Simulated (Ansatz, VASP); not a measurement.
**One calculation of Cs, two programs**

```xyz
1
Lattice="-2.9725 2.9725 2.9725 2.9725 -2.9725 2.9725 2.9725 2.9725 -2.9725" Properties=species:S:1:pos:R:3 pbc="T T T"
Cs   -0.0052   -0.0180    0.0260
```

Alike in both runs: task single point; functional LDA; k mesh 4 × 4 × 4; occupations gaussian, width 0.05 eV; no spin polarisation.

|  | VASP | Ansatz |
| --- | --- | --- |
| version | VASP 6.6.1 | Ansatz 0.2.0 |
| potentials or method | VASP PAW LDA potentials, release 64 (Cs_sv) | plane waves, PAW |
| plane-wave cutoff (eV) | 500 | 420 |
| valence electrons in the cell | 9 | 9 |

|  | VASP | Ansatz | Ansatz less VASP |
| --- | --- | --- | --- |
| pressure (GPa) | -0.3 | -0.3 | +0.02 |

LDA's correlation is that of Perdew and Zunger in VASP and of Perdew and Wang (1992) in Ansatz.

The k mesh is coarse, so the values compare programs but aren't converged. Neither program's run includes spin-orbit coupling.
